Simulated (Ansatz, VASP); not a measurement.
**SrTiO3: VASP beside Ansatz**

INCAR

```
ALGO = Normal ; EDIFF = 1E-6
ENCUT = 520 ; GGA = PE
ISIF = 2 ; ISMEAR = 0
LASPH = T ; LCHARG = F
LREAL = F ; LWAVE = F
NBANDS = 28 ; NELM = 80
PREC = Accurate ; SIGMA = 0.1
```

KPOINTS

```
k-points
0
Gamma
  6 6 6
```

File POSCAR:

```
SrTiO3
1.0
    3.9052800000      0.0000000000      0.0000000000
    0.0000000000      3.9052800000      0.0000000000
    0.0000000000      0.0000000000      3.9052800000
Sr Ti O
1 1 3
Direct
    0.5000000000      0.5000000000      0.5000000000
    0.0000000000      0.0000000000      0.0000000000
    0.5000000000      0.0000000000      0.0000000000
    0.0000000000      0.5000000000      0.0000000000
    0.0000000000      0.0000000000      0.5000000000
```

Input for Ansatz:

```yaml
crystal:
  lattice:
    - [3.90528, 0.0, 0.0]
    - [0.0, 3.90528, 0.0]
    - [0.0, 0.0, 3.90528]
  atoms:
    - { symbol: Sr, position: [0.5, 0.5, 0.5] }
    - { symbol: Ti, position: [0.0, 0.0, 0.0] }
    - { symbol: O, position: [0.5, 0.0, 0.0] }
    - { symbol: O, position: [0.0, 0.5, 0.0] }
    - { symbol: O, position: [0.0, 0.0, 0.5] }
basis:
  ecutwfc: 600.0
kpoints:
  mp_grid: { grid: [6, 6, 6] }
hamiltonian:
  xc: pbe
  pseudopotentials: { kind: paw }
scf:
  occupations: { method: gaussian, width: 0.1 }
output:
  forces: true
  stress: true
  eigenvalues: true
```

Alike in both runs: task single point; functional PBE; k mesh 6 × 6 × 6; occupations gaussian, width 0.1 eV; no spin polarisation.

```csv
,VASP,Ansatz
version,VASP 6.6.1,Ansatz 0.2.0
potentials or method,"VASP PAW PBE potentials, release 64 (Sr_sv, Ti_sv, O), cutoff 520 eV","scalar-relativistic, plane waves, PAW"
valence electrons in the cell,40,40
```

```tsv
	VASP	Ansatz	Ansatz less VASP
gap on the k mesh at the Fermi level (eV)	1.85	1.89	+0.032
least direct gap on the mesh (eV)	2.21	2.23	+0.021
pressure (GPa)	4.9	4.3	-0.66
```
